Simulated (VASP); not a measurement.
Set up this calculation in VASP 6.6.1, as the native input.

```
Task                   : single point
Functional             : PBE
Potentials or basis    : VASP PAW PBE potentials, release 64 (Bi_d)
Cutoff                 : 520 eV
k mesh                 : 3 × 3 × 4
Occupations            : gaussian, width 0.1 eV
Spin                   : no spin polarisation
Dipole correction      : no
Further INCAR settings : ALGO = Fast; EDIFF = 1e-06; NBANDS = 54
```

The structure of Bi lies in POSCAR:

```
Bi
1.0
    6.5785117900      0.0000000000      0.0000000000
   -3.2892559000      5.6971583300      0.0000000000
    0.0000000000      0.0000000000      6.2843792000
Bi
6
Direct
    0.5000000000      0.0000000000      0.7054060100
    0.0000000000      0.5000000000      0.7054060100
    0.5000000000      0.5000000000      0.7054060100
    0.0000000000      0.5000000000      0.2945939900
    0.5000000000      0.0000000000      0.2945939900
    0.5000000000      0.5000000000      0.2945939900
```

These files were run (other wordings do the same):

INCAR

```
ALGO     = Fast           # electronic algorithm
EDIFF    = 1E-6           # SCF threshold, eV
ENCUT    = 520            # plane-wave cutoff, eV
GGA      = PE             # functional
ISIF     = 2              # what is computed and relaxed
ISMEAR   = 0              # smearing method
LASPH    = True           # aspherical terms in the spheres
LCHARG   = False          # write CHGCAR
LREAL    = False          # projectors in reciprocal space
LWAVE    = False          # write WAVECAR
NBANDS   = 54             # bands
NELM     = 60             # most SCF steps
PREC     = Accurate       # precision mode
SIGMA    = 0.1            # smearing width, eV
```

KPOINTS

```
k-points
0
Gamma
  3 3 4
```

Potentials or basis: VASP PAW PBE potentials, release 64 (Bi_d).

Launch:

```bash
$ cat potpaw_PBE.64/Bi_d/POTCAR > POTCAR
$ mpirun -np 1 vasp_std > vasp.out
```

Results of the run:

```yaml
Pressure: 10.5 GPa
Largest_force: 5.783 eV/Å
Band_gap_on_the_k_mesh: zero (band 45 reaches 5.22 eV, above the bottom of band 46 at 4.98 eV)
```

Caveat: the k points lie up to 0.37 Å⁻¹ apart; spin-orbit coupling is left out, which moves the levels of the heavy elements; forces of over 1 eV/Å act on the atoms, so gaps and moduli don't describe the material at rest.

It took 120 s on 1 thread of Intel(R) Xeon(R) Platinum 8375C CPU @ 2.90GHz (Ice Lake), on a shared host, peak memory 0.36 GiB.
